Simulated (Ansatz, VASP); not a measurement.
This is a calculation of Sr for VASP 6.6.1.

File POSCAR:

```
Sr
1.0
    0.0000000000      3.0219309284      3.0219309284
    3.0219309284      0.0000000000      3.0219309284
    3.0219309284      3.0219309284      0.0000000000
Sr
1
Direct
    0.0000000000      0.0000000000      0.0000000000
```

File INCAR.step1:

```
SYSTEM = Sr
PREC = Accurate
ENCUT = 520
ISMEAR = -1
SIGMA = 0.05
LREAL = .False.
LASPH = .True.
NELM = 100
NBANDS = 11
GGA = PE
ALGO = Normal
EDIFF = 1E-4
LWAVE = .True.
LCHARG = .False.
```

Contents of INCAR.step2:

```
SYSTEM = Sr
PREC = Accurate
ENCUT = 520
EDIFF = 1E-7
ISMEAR = -1
SIGMA = 0.05
LREAL = .False.
LASPH = .True.
NELM = 100
ALGO = Normal
ISIF = 2
LWAVE = .False.
LCHARG = .False.
METAGGA = R2SCAN
LMIXTAU = .True.
NBANDS = 11
ISTART = 1
```

Contents of KPOINTS:

```
Automatic mesh
0
Gamma
  6 6 6
  0 0 0
```

Potentials or basis: VASP PAW PBE potentials, release 64 (Sr_sv).

Launch:

```bash
$ cat potpaw_PBE.64/Sr_sv/POTCAR > POTCAR
$ cp INCAR.step1 INCAR
$ mpirun -np 1 vasp_std > vasp.out
$ cp INCAR.step2 INCAR
$ mpirun -np 1 vasp_std > vasp.out
```

Q: Set up the same calculation for Ansatz 0.2.0. Potentials there: Ansatz PAW.

A: As run (the cutoff follows the program's own potentials):

Contents of input.yaml:

```yaml
crystal:
  lattice:
    - [0.0, 3.0219309284, 3.0219309284]
    - [3.0219309284, 0.0, 3.0219309284]
    - [3.0219309284, 3.0219309284, 0.0]
  atoms:
    - { symbol: Sr, position: [0.0, 0.0, 0.0] }
hamiltonian:
  xc: r2scan
  pseudopotentials: { kind: paw }
kpoints:
  mp_grid: { grid: [6, 6, 6] }
scf:
  occupations: { method: fermi_dirac, width: 0.05 }
output:
  forces: true
  stress: true
  eigenvalues: true
```

Potentials or basis: Ansatz PAW.

Launch:

```bash
$ ansatz run input.yaml --threads 1 --pin off --max-ram 3584MiB --backend cpu --events-out ev --progress --plain --runs-dir out
```

Both were run:

|  | VASP | Ansatz | Ansatz less VASP |
| --- | --- | --- | --- |
| gap on the k mesh at the Fermi level (eV) | none | none | - |
| pressure (GPa) | 0.3 | 0.3 | -0.04 |

VASP's potentials were made for PBE, not for r2SCAN. A gap of «none» marks a metal or a gap that the smearing closes. With one functional, cell and mesh, what is left measures potentials, basis and numerics.
